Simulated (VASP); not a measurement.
A run of VASP 6.6.1:

The input INCAR:

```
PREC = Accurate
ENCUT = 520
EDIFF = 1E-6
ISMEAR = -1
SIGMA = 0.1
LREAL = False
LASPH = True
NELM = 80
ALGO = Normal
ISIF = 2
LWAVE = False
LCHARG = True
GGA = CA
LELF = True
LVHAR = True
NBANDS = 20
```

The input KPOINTS:

```
regular mesh
0
Gamma
  11 11 11
```

The input POSCAR:

```
WS2
1.0
    1.5684023653      0.9055174532      6.1219671026
   -1.5684023653      0.9055174532      6.1219671026
    0.0000000000     -1.8110349065      6.1219671026
W S
1 2
Direct
    0.0000000000      0.0000000000      0.0000000000
    0.2497000000      0.2497000000      0.2497000000
    0.4190000000      0.4190000000      0.4190000000
```

Potentials or basis: VASP PAW LDA potentials, release 64 (W_sv, S).

Run with:

```sh
$ cat potpaw_LDA.64/W_sv/POTCAR potpaw_LDA.64/S/POTCAR > POTCAR
$ mpirun -np 1 vasp_std > vasp.out
```

Hardware: 1 thread of AMD EPYC 9R45 96-Core Processor (Zen 5), with other jobs on the host.

Problem. How long does it take, and how much memory?

Solution. Run time: 5.5 min on 1 thread of AMD EPYC 9R45 96-Core Processor (Zen 5), with other jobs on the host, peak memory 0.32 GiB. Counts: scf iterations 13, k points 146.
